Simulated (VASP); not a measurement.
Set up this calculation in VASP 6.6.1, as the native input.

```yaml
Task: single point
Functional: PBEsol
Potentials_or_basis: VASP PAW PBE potentials, release 64 (Cu, Pd)
Cutoff: 520 eV
k_mesh: 16 × 16 × 16
Occupations: fermi-dirac, width 0.1 eV
Spin: no spin polarisation
Dipole_correction: no
Further_INCAR_settings: ALGO = Normal; EDIFF = 1e-07; NBANDS = 18
```

The structure of CuPd (Skaergaardite) lies in POSCAR:

```
CuPd
1.0
    2.9516810406      0.0000000000      0.0000000000
    0.0000000000      2.9516810406      0.0000000000
    0.0000000000      0.0000000000      2.9516810406
Cu Pd
1 1
Direct
    0.0000000000      0.0000000000      0.0000000000
    0.5000000000      0.5000000000      0.5000000000
```

These files were run (other wordings do the same):

INCAR

```
PREC = Accurate
ENCUT = 520
EDIFF = 1E-7
ISMEAR = -1
SIGMA = 0.1
LREAL = F
LASPH = T
NELM = 80
ALGO = Normal
ISIF = 2
LWAVE = F
LCHARG = F
GGA = PS
NBANDS = 18
```

KPOINTS

```
Automatic mesh
0
Gamma
  16 16 16
```

Potentials or basis: VASP PAW PBE potentials, release 64 (Cu, Pd).

Command:

```console
$ cat potpaw_PBE.64/Cu/POTCAR potpaw_PBE.64/Pd/POTCAR > POTCAR
$ mpirun -np 1 vasp_std > vasp.out
```

It gave:

| Property | Result |
| --- | --- |
| Pressure | 2.2 GPa |

Caveat: the PAW data sets were made with another functional, which shifts forces and pressure a little.

It took 79 s on 1 thread of Intel(R) Xeon(R) Platinum 8259CL CPU @ 2.50GHz (Skylake/Cascade Lake) (shared host), peak memory 0.2 GiB.
